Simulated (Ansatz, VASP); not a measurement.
GaN in VASP and in Ansatz

POSCAR

```
GaN
1.0
    0.0224895254      2.2714420669      2.2714420669
    2.2714420669      0.0224895254      2.2714420669
    2.2714420669      2.2714420669      0.0224895254
Ga N
1 1
Direct
    0.0006617308      0.0006617308      0.0006617308
    0.2493382692      0.2493382692      0.2493382692
```

INCAR.step1

```
SYSTEM = GaN
PREC = Accurate
ENCUT = 520
EDIFF = 1E-5
ISMEAR = 0
SIGMA = 0.01
LREAL = .False.
LASPH = .True.
NELM = 80
ALGO = Normal
ISIF = 2
LWAVE = .True.
LCHARG = .False.
GGA = PE
NBANDS = 16
```

File INCAR.step2:

```
SYSTEM = GaN
PREC = Accurate
ENCUT = 520
EDIFF = 1E-7
ISMEAR = 0
SIGMA = 0.01
LREAL = .False.
LASPH = .True.
NELM = 80
ALGO = Normal
ISIF = 2
LWAVE = .False.
LCHARG = .False.
GGA = PE
LHFCALC = .True.
HFSCREEN = 0.2079
PRECFOCK = Normal
ISTART = 1
NBANDS = 16
```

File KPOINTS:

```
regular mesh
0
Gamma
  6 6 6
  0 0 0
```

Input for Ansatz:

```yaml
crystal:
  lattice:
    - [0.0224895254, 2.2714420669, 2.2714420669]
    - [2.2714420669, 0.0224895254, 2.2714420669]
    - [2.2714420669, 2.2714420669, 0.0224895254]
  atoms:
    - { symbol: Ga, position: [0.0006617308, 0.0006617308, 0.0006617308] }
    - { symbol: "N", position: [0.2493382692, 0.2493382692, 0.2493382692] }
kpoints:
  mp_grid: { grid: [6, 6, 6] }
  band_path:
    path:
      - [0.0, 0.0, 0.0]
      - [-0.5, -0.5, 0.0]
      - [-0.375, -0.375, 0.25]
      - [-0.375, 0.0, 0.375]
      - [0.0, 0.0, 0.5]
      - [-0.5, -0.25, 0.25]
    npoints: 1
hamiltonian:
  xc: hse06
scf:
  occupations: { method: fixed }
  n_extra_bands: 4
output:
  forces: true
  stress: true
  eigenvalues: true
```

Change from the starting cell: shear_111 strain +1.5%.

Alike in both runs: task single point; functional HSE06; k mesh 6 × 6 × 6; no spin polarisation.

```csv
,VASP,Ansatz
version,VASP 6.6.1,Ansatz 0.2.0
potentials or method,"VASP PAW PBE potentials, release 64 (Ga_d, N)","plane waves, PAW"
plane-wave cutoff (eV),520,420
occupations,"gaussian, width 0.01 eV",fixed
valence electrons in the cell,18,18
```

Ansatz gave:

```
gap on the k mesh at the Fermi level (eV)                     : 2.86
pressure (GPa)                                                : -2.9
traceless stress, the component that is largest in VASP (GPa) : -1.61
```

Task: What did VASP give for the same quantities?

Result: gap on the k mesh at the Fermi level (eV): 2.87; pressure (GPa): -2.9; traceless stress, the component that is largest in VASP (GPa): -1.61.

Ansatz's warnings: stress exchange threshold loose, stress scf threshold loose.
